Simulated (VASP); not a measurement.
Runs of VASP 6.6.1 on MgO. The structure is that of space group Fm-3m (No. 225), or close to it. The cells are those of the table. 

| cell | gap on the mesh (eV) | pressure (GPa) |
| --- | --- | --- |
| a = 2.943 Å, angles 60.0°, 2 atoms | 6.02 | (c) |
| a = 2.912 Å, angles 60.0°, 2 atoms | (a) | 11.3 |
| a = 3.002 Å, angles 60.0°, 2 atoms | 5.41 | -4.6 |
| a = 2.973 Å, angles 60.0°, 2 atoms | 5.70 | (b) |
| a = 3.031 Å, angles 60.0°, 2 atoms | 5.13 | -8.6 |

Alike in all rows: task single point; level r2SCAN; potentials or basis VASP PAW PBE potentials, release 64 (Mg_sv, O); no spin polarisation; k mesh 10 × 10 × 10; cutoff (eV) 750; smearing gaussian 0.02 eV.

**Question.** Estimate the missing entries.

**Answer.** (a) 6.36; (b) 0.0; (c) 5.1.

Caveats: the PAW data sets were made with another functional, which shifts forces and pressure a little; the cell stands under pressure (at least some runs); the cell stands under tension (at least some runs).

